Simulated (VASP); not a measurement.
## H2CO: single point with PBE+D3(BJ)

The system is H2CO.

```
CELL_PARAMETERS angstrom
7.15309 0.00000 0.00000
0.00000 7.15309 0.00000
0.00000 0.00000 7.15309
ATOMIC_POSITIONS crystal
O 0.18785 0.53657 0.64339
O 0.27376 0.00146 0.46025
O 0.54219 0.55287 0.17597
O 0.67684 0.41973 0.63972
O 0.90799 0.03552 0.65572
O 0.54112 0.03245 0.04551
C 0.32179 0.63169 0.59592
C 0.13439 0.97471 0.36720
C 0.67743 0.60521 0.08876
C 0.62032 0.27532 0.70030
C 0.93094 0.93260 0.79226
C 0.38016 0.07836 0.07984
H 0.40093 0.72542 0.70138
H 0.37591 0.63532 0.45488
H 0.06627 0.08547 0.27327
H 0.06805 0.82631 0.35933
H 0.66155 0.66629 0.94770
H 0.81877 0.59935 0.14829
H 0.49360 0.19884 0.63984
H 0.65614 0.22108 0.84823
H 0.92977 0.99575 0.93340
H 0.95043 0.77283 0.78243
H 0.34831 0.20525 0.16787
H 0.25747 0.01106 0.01714
```

* Program: VASP 6.6.1
* Task: single point
* Functional: PBE
* Dispersion: D3(BJ)
* Potentials or basis: VASP PAW PBE potentials, release 64 (O, C, H)
* Cutoff: 520 eV
* k mesh: 1 × 1 × 1
* Occupations: fermi-dirac, width 0.02 eV
* Spin: no spin polarisation
* Dipole correction: no
* Further INCAR settings: LREAL = Auto; ALGO = Normal; EDIFF = 1e-06; NBANDS = 54

The pressure is -0.5 GPa and the largest force is 3.481 eV/Å. The band gap on the k mesh is 2.43 eV and the dispersion energy per atom is -0.037 eV.

Forces on the atoms (eV/Å):
```
O    0.145  0.244 -0.120
O    0.106  0.194 -0.027
O   -0.486 -0.297  0.318
O    0.956  1.719 -0.951
O    0.204 -1.061  0.684
O   -0.498 -0.199  0.171
C    0.185  0.478  1.625
C   -1.019 -1.038 -0.602
C   -0.283  0.318 -0.274
C   -1.998 -1.775  2.230
C   -0.243 -0.170 -0.892
C    0.873  1.221  0.174
H   -0.479 -0.607 -0.607
H    0.290 -0.105 -0.832
H    0.346 -0.488  0.759
H    0.314  1.184  0.076
H    0.107  0.011 -0.286
H    0.568 -0.078  0.204
H    0.794  0.114 -0.197
H    0.299  0.297 -1.112
H   -0.037 -0.088  0.225
H   -0.022  1.075 -0.124
H    0.206 -0.375 -0.205
H   -0.328 -0.573 -0.238
```

Stress tensor (GPa, compression positive):
```
 0.04  0.43 -0.89
 0.43 -1.24 -0.23
-0.89 -0.23 -0.23
```

Levels at points of the mesh, in eV from the valence-band top:
| k point | band 34 | band 35 | band 36 | band 37 | band 38 | band 39 |
| --- | --- | --- | --- | --- | --- | --- |
| (0.00, 0.00, 0.00) | -0.57 | -0.16 | 0.00 | 2.43 | 2.50 | 3.00 |

Run time: 29 s on 1 thread of AMD EPYC 7R43 64-Core Processor (Zen 3), with other jobs on the host, peak memory 0.31 GiB.

Caveat: the k points lie up to 0.88 Å⁻¹ apart.
